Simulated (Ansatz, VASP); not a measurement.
ZnSe in VASP and in Ansatz

INCAR

```
SYSTEM = ZnSe
ALGO = Normal
EDIFF = 1E-6
ENCUT = 520
ISIF = 2
ISMEAR = -1
LASPH = .True.
LCHARG = .False.
LREAL = .False.
LWAVE = .False.
NBANDS = 16
NELM = 100
PREC = Accurate
SIGMA = 0.03
```

KPOINTS

```
k-points
0
Gamma
  8 8 8
  0 0 0
```

File POSCAR:

```
ZnSe
1.0
    0.0000000000      2.7955007105      2.7955007105
    2.7955007105      0.0000000000      2.7955007105
    2.7955007105      2.7955007105      0.0000000000
Zn Se
1 1
Direct
    0.0000000000      0.0000000000      0.0000000000
    0.7500000000      0.7500000000      0.7500000000
```

Input for Ansatz:

```yaml
crystal:
  lattice:
    - [0.0, 2.7955007105, 2.7955007105]
    - [2.7955007105, 0.0, 2.7955007105]
    - [2.7955007105, 2.7955007105, 0.0]
  atoms:
    - { symbol: Zn, position: [0.0, 0.0, 0.0] }
    - { symbol: Se, position: [0.75, 0.75, 0.75] }
kpoints:
  mp_grid: { grid: [8, 8, 8] }
  band_path:
    path:
      - [0.0, 0.0, 0.0]
      - [-0.5, -0.5, 0.0]
      - [-0.375, -0.375, 0.25]
      - [-0.375, 0.0, 0.375]
      - [0.0, 0.0, 0.0]
      - [0.0, 0.0, 0.5]
      - [-0.5, -0.25, 0.25]
      - [-0.5, -0.5, 0.0]
    npoints: 5
scf:
  occupations: { method: fermi_dirac, width: 0.03 }
hamiltonian:
  xc: lda
  pseudopotentials: { kind: all_electron, lapw: { basis_error: 0.001 } }
output:
  forces: true
  stress: true
  eigenvalues: true
```

Change from the starting cell: volume scaled by 0.96.

Alike in both runs: task single point; functional LDA; k mesh 8 × 8 × 8; occupations fermi-dirac, width 0.03 eV; no spin polarisation.

|  | VASP | Ansatz |
| --- | --- | --- |
| version | VASP 6.6.1 | Ansatz 0.2.0 |
| potentials or method | VASP PAW LDA potentials, release 64 (Zn, Se), cutoff 520 eV | all-electron LAPW, scalar-relativistic |

VASP gave:

- gap on the k mesh at the Fermi level (eV): 1.24
- pressure (GPa): -0.5

Q: What did Ansatz give for the same quantities?

A: gap on the k mesh at the Fermi level (eV): 1.20; pressure (GPa): -0.9.

LDA's correlation is that of Perdew and Zunger in VASP and of Perdew and Wang (1992) in Ansatz. Ansatz ran all-electron here, and VASP with PAW potentials.
